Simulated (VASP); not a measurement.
Here is a VASP 6.6.1 calculation.

Contents of INCAR:

```
SYSTEM = W
PREC = Accurate ; ENCUT = 520
EDIFF = 1E-6 ; ISMEAR = -1
SIGMA = 0.1 ; LREAL = .False.
LASPH = .True. ; NELM = 80
ALGO = Normal ; ISIF = 2
LWAVE = .False. ; LCHARG = .True.
GGA = CA ; LELF = .True.
LVHAR = .True. ; NBANDS = 21
```

KPOINTS

```
Automatic mesh
0
Gamma
  13 13 7
  0 0 0
```

The input POSCAR:

```
W
1.0
    2.7368407205      0.0000000000      0.0000000000
   -1.3684203603      2.3701735900      0.0000000000
    0.0000000000      0.0000000000      4.8570644314
W
2
Direct
    0.3333333333      0.6666666667      0.2500000000
    0.6666666667      0.3333333333      0.7500000000
```

Potentials or basis: VASP PAW LDA potentials, release 64 (W_sv).

Command:

```bash
$ cat potpaw_LDA.64/W_sv/POTCAR > POTCAR
$ mpirun -np 1 vasp_std > vasp.out
```

(1) What does it give for the band gap on the k mesh?

(2) Estimate the pressure.

Results:

(1) zero (band 14 reaches 12.23 eV, above the bottom of band 15 at 10.55 eV).

(2) 1.8 GPa.

Caveat: spin-orbit coupling is left out, which moves the levels of the heavy elements.
